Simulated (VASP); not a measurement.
A run of VASP 6.6.1 is set up as follows.

File INCAR:

```
SYSTEM = SnS2
PREC = Accurate
ENCUT = 450
EDIFF = 1E-7
ISMEAR = -1
SIGMA = 0.02
LREAL = .False.
LASPH = .True.
NELM = 120
ALGO = Normal
ISIF = 2
LWAVE = .False.
LCHARG = .False.
GGA = PE
IBRION = 2
NSW = 80
EDIFFG = -0.02
GGA_COMPAT = .False.
NELMIN = 4
```

The input KPOINTS:

```
regular mesh
0
Gamma
  9 9 5
  0 0 0
```

File POSCAR:

```
SnS2
1.0
    3.6390000000      0.0000000000      0.0000000000
   -1.8195000000      3.1514664444      0.0000000000
    0.0000000000      0.0000000000      5.8680000000
Sn S
1 2
Direct
    0.0000000000      0.0000000000      0.0000000000
    0.3333333333      0.6666666667      0.2500000000
    0.6666666667      0.3333333333      0.7500000000
```

Potentials or basis: VASP PAW PBE potentials, release 64 (Sn_d, S).

The run is started by

```console
$ cat potpaw_PBE.64/Sn_d/POTCAR potpaw_PBE.64/S/POTCAR > POTCAR
$ mpirun -np 1 vasp_std > vasp.out
```

(1) What does it give for the band gap on the k mesh?

(2) Estimate the energy gained by relaxing.

## Answers

(1) 1.39 eV, indirect (least direct gap 1.89 eV).

(2) 1.7 meV/atom.

Caveat: spin-orbit coupling is left out, which moves the levels of the heavy elements.
